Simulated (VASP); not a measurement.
# CdSe (P6_3mc) in VASP: relaxation of the atoms with PBE

Aim: the relaxation of the atoms of CdSe with PBE.

Everything below comes from runs of VASP 6.6.1. Logs are shortened: lines on timing, memory, paths and dates and some standing lists are left out, and cuts for length are marked.

## 1. The cell of the first run

The structure is hexagonal, space group P6_3mc (No. 186). The conventional cell has a = 4.300 Å, b = 4.300 Å, c = 7.020 Å, α = 90.00°, β = 90.00°, γ = 120.00°. Within 3.4 Å of Cd (site symmetry 3m) lie 4 Se at 2.61 to 2.70 Å. Within 3.4 Å of Se (site symmetry 3m) lie 4 Cd at 2.61 to 2.70 Å.

## 2. Relaxation of the atoms, PBE

INCAR reads:

```
  PREC = Accurate
  ENCUT = 520
  EDIFF = 1E-6
  ISMEAR = -1
  SIGMA = 0.02
  LREAL = F
  LASPH = T
  NELM = 60
  ALGO = Normal
  ISIF = 2
  LWAVE = F
  LCHARG = F
  GGA = PE
  IBRION = 2
  NSW = 80
  EDIFFG = -0.02
```

KPOINTS reads:

```
regular mesh
0
Gamma
  8 8 4
```

POSCAR reads:

```
CdSe
1.0
    4.3000000000      0.0000000000      0.0000000000
   -2.1500000000      3.7239092363      0.0000000000
    0.0000000000      0.0000000000      7.0200000000
Cd Se
2 2
Direct
    0.3333333333      0.6666666667      0.0000000000
    0.6666666667      0.3333333333      0.5000000000
    0.3333333333      0.6666666667      0.3850000000
    0.6666666667      0.3333333333      0.8850000000
```

Potentials or basis: VASP PAW PBE potentials, release 64 (Cd, Se).

The run is started by

```
$ cat potpaw_PBE.64/Cd/POTCAR potpaw_PBE.64/Se/POTCAR > POTCAR
$ mpirun -np 1 vasp_std > vasp.out
```

OUTCAR:

```text
PREC = Accurate
   ENCUT = 520
   EDIFF = 1E-6
   ISMEAR = -1
   LREAL = F
   LASPH = T
   NELM = 60
   ISIF = 2
   GGA = PE
   IBRION = 2
   NSW = 80
   EDIFFG = -0.02

 ion  position               nearest neighbor table
   1  0.333  0.667  0.000-   4 2.61   4 2.61   4 2.61   3 2.70
   2  0.667  0.333  0.500-   3 2.61   3 2.61   3 2.61   4 2.70
   3  0.333  0.667  0.385-   2 2.61   2 2.61   2 2.61   1 2.70
   4  0.667  0.333  0.885-   1 2.61   1 2.61   1 2.61   2 2.70

  LATTYP: Found a hexagonal cell.
 ALAT       =     4.3000000000
 C/A-ratio  =     1.6325581395

  Lattice vectors:

 A1 = (   4.3000000000,   0.0000000000,   0.0000000000)
 A2 = (  -2.1500000000,   3.7239092363,   0.0000000000)
 A3 = (   0.0000000000,   0.0000000000,   7.0200000000)

Analysis of symmetry for initial positions (statically):
=====================================================================
 Subroutine PRICEL returns:
 Original cell was already a primitive cell.

 Routine SETGRP: Setting up the symmetry group for a
 hexagonal supercell.

 Subroutine GETGRP returns: Found 12 space group operations
 (whereof  6 operations were pure point group operations)
 out of a pool of 24 trial point group operations.

The static configuration has the point symmetry C_3v.
 The point group associated with its full space group is C_6v.

Analysis of symmetry for dynamics (positions and initial velocities):
=====================================================================
 Subroutine PRICEL returns:
 Original cell was already a primitive cell.

 Routine SETGRP: Setting up the symmetry group for a
 hexagonal supercell.

 Subroutine GETGRP returns: Found 12 space group operations
 (whereof  6 operations were pure point group operations)
 out of a pool of 24 trial point group operations.

The dynamic configuration has the point symmetry C_3v.
 The point group associated with its full space group is C_6v.

 Subroutine INISYM returns: Found 12 space group operations
 (whereof  6 operations are pure point group operations),
 and found     1 'primitive' translations

----------------------------------------------------------------------------------------

                                     Primitive cell

  volume of cell :     112.4099

  direct lattice vectors                    reciprocal lattice vectors
[... 92 lines left out ...]
   LREAL  =      F    real-space projection
   EDIFFG = -.2E-01   stopping-criterion for IOM
   NSW    =     80    number of steps for IOM
   IBRION =      2    ionic relax: 0-MD 1-quasi-New 2-CG
   NFREE  =      1    steps in history (QN), initial steepest desc. (CG)
   ISIF   =      2    stress and relaxation
   ISYM   =      2    0-nonsym 1-usesym 2-fastsym
   POTIM  = 0.5000    time-step for ionic-motion
   TEBEG  =    0.0;   TEEND  =   0.0 temperature during run
   PSTRESS=    0.0 pullay stress
   NELECT =      36.0000    total number of electrons
   NUPDOWN=      -1.0000    fix difference up-down
   EMIN   =  10.00;   EMAX   =-10.00  energy-range for DOS
   EFERMI =   0.00;   METHOD = LEGACY
   ISMEAR =    -1;   SIGMA  =   0.02  broadening in eV -4-tet -1-fermi 0-gaus
   EFERMI_NEDOS =   21; number of points for ismear=-14 and -15
   IALGO  =     38    algorithm
   IMIX   =      4    mixing-type and parameters
     AMIX     =   0.40;   BMIX     =  1.00
     AMIX_MAG =   1.60;   BMIX_MAG =  1.00
  volume/ion in A,a.u.               =      28.10       189.64
  Fermi-wavevector in a.u.,A,eV,Ry     =   1.120059  2.116604 17.068937  1.254531
  Thomas-Fermi vector in A             =   2.256702
   LORBIT       =      0    0 simple, 1 ext, 2 COOP (PROOUT), +10 PAW based schemes
   GGA     = PE    functional components
   LHFCALC =     F    Hartree Fock is set to
   AEXX    =    0.0000 exact exchange contribution
   IVDW    =     0    specifies the selected vdW correction
   LEPSILON=     F    determine dielectric tensor
   LRPA    =     F    only Hartree local field effects (RPA)
 conjugate gradient relaxation of ions
 non-spin polarized calculation
  energy-cutoff  :      520.00
  volume of cell :      112.41
 maximum number of plane-waves:      3042
 NGX is ok and might be reduce to    32
   NGX = 15   NGY = 15   NGZ = 27

--------------------------------------- Ionic step        1  -------------------------------------------

 number of electron      35.9999998 magnetization

 Free energy of the ion-electron system (eV)
  ---------------------------------------------------
  ext. energy  EPLUGINS =         0.00000000
  ---------------------------------------------------
  free energy    TOTEN  =       -10.90527487 eV

  energy without entropy =      -10.90527487  energy(sigma->0) =      -10.90527487

------------------------ aborting loop because EDIFF is reached ----------------------------------------

  FORCE on cell =-STRESS in cart. coord.  units (eV):
  Direction    XX          YY          ZZ          XY          YZ          ZX
  --------------------------------------------------------------------------------------
  -------------------------------------------------------------------------------------
  Total        2.8287921      2.8287921      1.3579789      0.0000000      0.0000000      0.0000000
  in kB       40.3187406     40.3187406     19.3552570      0.0000000      0.0000000      0.0000000
  external PRESSURE =      33.3309128 kB  Pullay stress =       0.0000000 kB
[... 63 lines left out ...]
--------------------------------------- Ionic step        3  -------------------------------------------

 number of electron      35.9999992 magnetization

 Free energy of the ion-electron system (eV)
  ---------------------------------------------------
  ext. energy  EPLUGINS =         0.00000000
  ---------------------------------------------------
  free energy    TOTEN  =       -10.92555427 eV

  energy without entropy =      -10.92555427  energy(sigma->0) =      -10.92555427

 E-fermi :   1.2943     XC(G=0):  -8.8839

 val. band max:        0.9548983688   @ k =   0.0000   0.0000   0.0000
 cond. band min:       1.6214115227   @ k =   0.0000   0.0000   0.0000
 fundamental gap:      0.6665131538
 Fermi energy:         1.2942865051

 k-point     1 :       0.0000    0.0000    0.0000
  band No.  band energies     occupation
      1     -11.6525      2.00000
      2     -11.2740      2.00000
      3      -6.9791      2.00000
      4      -6.9703      2.00000
      5      -6.9703      2.00000
      6      -6.9018      2.00000
[... 589 lines left out ...]
     21       5.9044      0.00000
     22       5.9044      0.00000

 [... further k-points ...]
[... 5 lines left out ...]
  --------------------------------------------------------------------------------------
  -------------------------------------------------------------------------------------
  Total        2.2508596      2.2508596      2.3104062      0.0000000      0.0000000      0.0000000
  in kB       32.0814750     32.0814750     32.9301919      0.0000000      0.0000000      0.0000000
  external PRESSURE =      32.3643807 kB  Pullay stress =       0.0000000 kB
[... 19 lines left out ...]
  FREE ENERGIE OF THE ION-ELECTRON SYSTEM (eV)
  ---------------------------------------------------
  free  energy   TOTEN  =       -10.9255542703 eV

  energy  without entropy=      -10.9255542698  energy(sigma->0) =      -10.92555427

 reached required accuracy - stopping structural energy minimisation
```

It took 2.8 min on 1 thread of Intel Xeon 8259CL, shared host; peak memory 0.27 GiB.

Results:

- Free energy: -10.9256 eV
- Energy gained by relaxing: 5.1 meV/atom
- Ionic steps: 3
- Pressure after relaxing: 3.2 GPa
- Largest force after relaxing: 0.006 eV/Å
- Band gap on the k mesh: 0.67 eV

Forces in eV/Å, atoms in the order of the input:
```
Cd   0.000  0.000 -0.006
Cd   0.000  0.000 -0.006
Se   0.000  0.000  0.006
Se   0.000  0.000  0.006
```

The path:
```csv
step,energy change (eV),largest force (eV/Å),pressure (GPa)
1,0.0000,0.2909,3.33
2,-0.0132,0.1782,3.28
3,-0.0203,0.0058,3.24
```

Final structure:
```
Cd Se
1.0
     4.30000    0.00000    0.00000
    -2.15000    3.72391    0.00000
     0.00000    0.00000    7.02000
Cd Se
2 2
Direct
  0.33333 0.66667 0.00482
  0.66667 0.33333 0.50482
  0.33333 0.66667 0.38018
  0.66667 0.33333 0.88018
```

Caveat: semilocal functionals underestimate gaps, and a narrow one can read as zero.
